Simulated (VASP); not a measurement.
Wanted: the native input for a VASP 6.6.1 run.

- Task: single point
- Functional: PBE
- Potentials or basis: VASP PAW PBE potentials, release 64 (V_sv)
- Cutoff: 520 eV
- k mesh: 18 × 18 × 18
- Occupations: fermi-dirac, width 0.1 eV
- Spin: no spin polarisation
- Dipole correction: no
- Further INCAR settings: ALGO = Normal; EDIFF = 1e-06; NBANDS = 12

The structure of V lies in POSCAR:

```
V
1.0
   -1.4737699215      1.4737699215      1.4737699215
    1.4737699215     -1.4737699215      1.4737699215
    1.4737699215      1.4737699215     -1.4737699215
V
1
Direct
    0.0000000000      0.0000000000      0.0000000000
```

This cell differs from its parent crystal: volume scaled by 0.95.

The input as run:

INCAR

```
PREC = Accurate ; ENCUT = 520
EDIFF = 1E-6 ; ISMEAR = -1
SIGMA = 0.1 ; LREAL = False
LASPH = True ; NELM = 80
ALGO = Normal ; ISIF = 2
LWAVE = False ; LCHARG = False
GGA = PE ; NBANDS = 12
```

KPOINTS

```
regular mesh
0
Gamma
  18 18 18
```

Potentials or basis: VASP PAW PBE potentials, release 64 (V_sv).

Run with:

```bash
$ cat potpaw_PBE.64/V_sv/POTCAR > POTCAR
$ mpirun -np 1 vasp_std > vasp.out
```

Results of the run:

```json
{
  "Pressure": "10.5 GPa"
}
```

Wall time 56 s on 1 thread of AMD EPYC 7R13, with other jobs on the host, peak memory 0.11 GiB.
